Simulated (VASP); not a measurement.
Here is a VASP 6.6.1 calculation.

INCAR

```
SYSTEM = TaF3
PREC = Accurate ; ENCUT = 520
EDIFF = 1E-6 ; ISMEAR = -1
SIGMA = 0.1 ; LREAL = .False.
LASPH = .True. ; NELM = 100
ALGO = Normal ; ISIF = 2
LWAVE = .False. ; LCHARG = .False.
GGA = PE ; NBANDS = 24
```

Contents of KPOINTS:

```
regular mesh
0
Gamma
  6 6 6
  0 0 0
```

Contents of POSCAR:

```
TaF3
1.0
    4.1666460000      0.0000000000      0.0000000000
    0.0000000000      4.1666460000      0.0000000000
    0.0000000000      0.0000000000      4.1666460000
Ta F
1 3
Direct
    0.0000000000      0.0000000000      0.0000000000
    0.0000000000      0.5000000000      0.0000000000
    0.5000000000      0.0000000000      0.0000000000
    0.0000000000      0.0000000000      0.5000000000
```

Potentials or basis: VASP PAW PBE potentials, release 64 (Ta_pv, F).

Command:

```sh
$ cat potpaw_PBE.64/Ta_pv/POTCAR potpaw_PBE.64/F/POTCAR > POTCAR
$ mpirun -np 1 vasp_std > vasp.out
```

Problem. What does it give for the band gap on the k mesh?

Solution. Zero (band 16 reaches 4.16 eV, above the bottom of band 17 at 2.09 eV).

Problem. Predict the pressure.

Solution. -2.8 GPa.

Caveat: spin-orbit coupling is left out, which moves the levels of the heavy elements.
